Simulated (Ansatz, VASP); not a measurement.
# GaN: VASP beside Ansatz

The input INCAR:

```
SYSTEM = GaN
PREC = Accurate ; ENCUT = 520
EDIFF = 1E-6 ; ISMEAR = 0
SIGMA = 0.01 ; LREAL = .FALSE.
LASPH = .TRUE. ; NELM = 150
ALGO = Normal ; ISIF = 2
LWAVE = .FALSE. ; LCHARG = .FALSE.
LNONCOLLINEAR = .TRUE. ; MAGMOM = 0 0 0 0 0 0
LORBIT = 11 ; LSORBIT = .TRUE.
GGA_COMPAT = .FALSE. ; LORBMOM = .TRUE.
GGA = PS ; NBANDS = 30
```

The input KPOINTS:

```
regular mesh
0
G
  10 10 10
  0 0 0
```

POSCAR

```
GaN
1.0
    2.2571911493      2.2571911493      0.0000000000
   -2.2571911493      2.2571911493      0.0000000000
    0.0000000000      2.2571911493      2.2571911493
Ga N
1 1
Direct
    0.0000000000      0.0000000000      0.0000000000
    0.2500000000      0.7500000000      0.5000000000
```

Input for Ansatz:

```yaml
crystal:
  lattice:
    - [2.25719114934, 2.25719114934, 0.0]
    - [-2.25719114934, 2.25719114934, 0.0]
    - [0.0, 2.25719114934, 2.25719114934]
  atoms:
    - { symbol: Ga, position: [0.0, 0.0, 0.0] }
    - { symbol: "N", position: [0.25, 0.75, 0.5] }
kpoints:
  mp_grid: { grid: [10, 10, 10] }
scf:
  occupations: { method: fixed }
  convergence: { dr2_threshold: 1.0e-10 }
hamiltonian:
  xc: pbesol
  pseudopotentials: { kind: all_electron, lapw: { basis_error: 0.0005 } }
magnetization:
  noncollinear: true
  spin_orbit: true
output:
  forces: true
  stress: true
  eigenstates:
    kpoints:
      - [0.0, 0.0, 0.0]
      - [-0.5, -0.5, -0.5]
      - [-0.5, 0.5, 0.0]
      - [0.0, 0.0, -0.5]
      - [0.0, -0.5, -0.5]
      - [0.0, 0.5, 0.0]
      - [-0.5, 0.0, 0.0]
      - [-0.5, 0.0, -0.5]
  eigenvalues: true
```

Alike in both runs: task single point; functional PBEsol; k mesh 10 × 10 × 10; non-collinear spin, spin-orbit coupling.

|  | VASP | Ansatz |
| --- | --- | --- |
| version | VASP 6.6.1 | Ansatz 0.2.0 |
| potentials or method | VASP PAW PBE potentials, release 64 (Ga_d, N), cutoff 520 eV | all-electron LAPW |
| occupations | gaussian, width 0.01 eV | fixed |

```csv
,VASP,Ansatz,Ansatz less VASP
pressure (GPa),-2.4,-2.0,+0.39
```

VASP's potentials were made for PBE, not for PBEsol. Ansatz ran all-electron here, and VASP with PAW potentials.
